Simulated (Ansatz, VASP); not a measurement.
SiC: VASP beside Ansatz

```
Si C
1.0
     0.00000    2.00008    2.26096
     2.00008    0.00000    2.26096
     2.00008    2.00008    0.00000
Si C
1 1
Direct
  0.00000 0.00000 0.00000
  0.75000 0.75000 0.75000
```

Change from the starting cell: strain -0.080 along x and y, +0.040 along z, atoms carried along.

Alike in both runs: task single point; functional PBEsol; k mesh 12 × 12 × 12; occupations gaussian, width 0.05 eV; no spin polarisation.

|  | VASP | Ansatz |
| --- | --- | --- |
| version | VASP 6.6.1 | Ansatz 0.2.0 |
| potentials or method | VASP PAW PBE potentials, release 64 (Si, C), cutoff 520 eV | scalar-relativistic, plane waves, PAW |
| valence electrons in the cell | 8 | 8 |

Ansatz gave:

| Quantity | Value |
| --- | --- |
| gap on the k mesh at the Fermi level (eV) | 0.35 |
| least direct gap on the mesh (eV) | 4.46 |
| pressure (GPa) | 36.7 |
| traceless stress, the component that is largest in VASP (GPa) | -27.58 |

Problem. What did VASP give for the same quantities?

Solution. gap on the k mesh at the Fermi level (eV): 0.34; least direct gap on the mesh (eV): 4.44; pressure (GPa): 37.2; traceless stress, the component that is largest in VASP (GPa): -27.57.

VASP's potentials were made for PBE, not for PBEsol. Both programs put the cell under a high pressure, so it lies far from rest at this level.
